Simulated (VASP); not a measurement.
Here is a VASP 6.6.1 calculation.

The input INCAR:

```
  PREC = Accurate
  ENCUT = 520
  EDIFF = 1E-6
  ISMEAR = 0
  SIGMA = 0.05
  LREAL = False
  LASPH = True
  NELM = 100
  ALGO = Normal
  ISIF = 2
  LWAVE = False
  LCHARG = False
  GGA = PE
  NBANDS = 32
  KPAR = 4
```

KPOINTS

```
regular mesh
0
Gamma
  8 8 8
```

POSCAR

```
Bi2Te3
1.0
    2.2813599754      1.2309590124     10.4307076149
   -2.2587931458      1.2186578673     10.4274768360
    0.0006303107     -2.6628197417     10.4548078128
Bi Te
2 3
Direct
    0.3956034108      0.4093714977      0.3765007997
    0.6370097090      0.5983689792      0.5822205787
   -0.0444557408      0.0318773732      0.0080727446
    0.2192744751      0.2027346443      0.2246747053
    0.7925681459      0.7576475057      0.8085311716
```

Potentials or basis: VASP PAW PBE potentials, release 64 (Bi_d, Te).

The run is started by

```sh
$ cat potpaw_PBE.64/Bi_d/POTCAR potpaw_PBE.64/Te/POTCAR > POTCAR
$ mpirun -np 4 vasp_std > vasp.out
```

(1) Predict the pressure.

(2) Predict the band gap on the k mesh.

Answers

(1) -0.4 GPa.

(2) 0.39 eV.

Caveat: the cell differs from its parent crystal (atoms moved at random and the cell strained at random); spin-orbit coupling is left out, which moves the levels of the heavy elements; forces of over 1 eV/Å act on the atoms, so gaps and moduli don't describe the material at rest.
